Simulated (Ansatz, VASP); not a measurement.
**TiC: VASP beside Ansatz**

Contents of INCAR:

```
SYSTEM = TiC
ALGO = Normal
EDIFF = 1E-6
EDIFFG = -0.001
ENCUT = 600
GGA = PE
IBRION = 2
ISIF = 3
ISMEAR = -1
LASPH = .TRUE.
LCHARG = .FALSE.
LREAL = .FALSE.
LWAVE = .FALSE.
NELM = 100
NSW = 80
PREC = Accurate
SIGMA = 0.15
```

KPOINTS

```
k-points
0
G
  16 16 16
  0 0 0
```

Contents of POSCAR:

```
TiC
1.0
    0.0000000000      2.1664615261      2.1664615261
    2.1664615261      0.0000000000      2.1664615261
    2.1664615261      2.1664615261      0.0000000000
Ti C
1 1
Direct
    0.0000000000      0.0000000000      0.0000000000
    0.5000000000      0.5000000000      0.5000000000
```

Input for Ansatz:

```yaml
crystal:
  lattice:
    - [0.0, 2.1664615261, 2.1664615261]
    - [2.1664615261, 0.0, 2.1664615261]
    - [2.1664615261, 2.1664615261, 0.0]
  atoms:
    - { symbol: Ti, position: [0.0, 0.0, 0.0] }
    - { symbol: C, position: [0.5, 0.5, 0.5] }
basis:
  ecutwfc: 420
kpoints:
  mp_grid: { grid: [16, 16, 16] }
hamiltonian:
  xc: pbe
scf:
  occupations: { method: fermi_dirac, width: 0.15 }
output:
  forces: true
  stress: true
  eigenvalues: true
relax:
  adjacent_minimum: "off"
  f_tol: 0.001
  max_steps: 60
  cell: { stress_tol: 0.01 }
```

Alike in both runs: task relaxation of cell and atoms; functional PBE; k mesh 16 × 16 × 16; occupations fermi-dirac, width 0.15 eV; no spin polarisation.

|  | VASP | Ansatz |
| --- | --- | --- |
| version | VASP 6.6.1 | Ansatz 0.2.0 |
| potentials or method | VASP PAW PBE potentials, release 64 (Ti_sv, C), cutoff 600 eV | scalar-relativistic, plane waves, PAW |
| valence electrons in the cell | 16 | 16 |

```tsv
	VASP	Ansatz	Ansatz less VASP
gap on the k mesh at the Fermi level, each at its own relaxed structure (eV)	none	none	-
relaxed volume (Å³/atom)	10.17	10.17	-0.003
relaxed cell length with the largest relative difference (Å)	3.064	3.064	-0.0003
```

A gap of «none» marks a metal or a gap that the smearing closes.
